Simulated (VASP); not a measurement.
Input of a VASP 6.6.1 run:

INCAR

```
SYSTEM = Si2C
PREC = Accurate
ENCUT = 520
EDIFF = 1E-6
ISMEAR = 0
SIGMA = 0.1
LREAL = .FALSE.
LASPH = .TRUE.
NELM = 80
ALGO = Normal
ISIF = 2
LWAVE = .FALSE.
LCHARG = .FALSE.
GGA = PE
NBANDS = 13
```

Contents of KPOINTS:

```
Automatic mesh
0
G
  18 18 10
  0 0 0
```

POSCAR

```
Si2C
1.0
    2.8837580061      0.0000000000      0.0000000000
   -1.4418790031      2.4974076916      0.0000000000
    0.0000000000      0.0000000000      4.8449002273
Si C
2 1
Direct
    0.0000000000      0.0000000000      0.7506875221
    0.0000000000      0.0000000000      0.2493124779
    0.3333333333      0.6666666667      0.0000000000
```

Potentials or basis: VASP PAW PBE potentials, release 64 (Si, C).

Launch:

```sh
$ cat potpaw_PBE.64/Si/POTCAR potpaw_PBE.64/C/POTCAR > POTCAR
$ mpirun -np 1 vasp_std > vasp.out
```

(1) Estimate the band gap on the k mesh.

(2) What does it give for the pressure?

Results:

(1) zero (bands 6 and 7 overlap by 5.95 eV).

(2) -0.1 GPa.

Caveat: the cell differs from its parent crystal (atoms taken out).
